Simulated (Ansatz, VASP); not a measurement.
## Two plane-wave programs on KBr

```
CELL_PARAMETERS angstrom
0.00000 3.40085 3.40085
3.40085 0.00000 3.40085
3.40085 3.40085 0.00000
ATOMIC_POSITIONS crystal
K 0.00000 0.00000 0.00000
Br 0.50000 0.50000 0.50000
```

Change from the starting cell: hydrostatic strain +3.0%.

Alike in both runs: task single point; functional r2SCAN; k mesh 6 × 6 × 6; no spin polarisation.

```csv
,VASP,Ansatz
version,VASP 6.6.1,Ansatz 0.2.0
potentials or method,"VASP PAW PBE potentials, release 64 (K_sv, Br)","plane waves, PAW"
plane-wave cutoff (eV),520,500
occupations,"gaussian, width 0.01 eV",fixed
valence electrons in the cell,16,16
```

VASP gave:

```
gap on the k mesh at the Fermi level (eV) : 4.84
pressure (GPa)                            : -1.1
```

Q: What did Ansatz give for the same quantities?

A: gap on the k mesh at the Fermi level (eV): 4.83; pressure (GPa): -1.1.

VASP's potentials were made for PBE, not for r2SCAN.
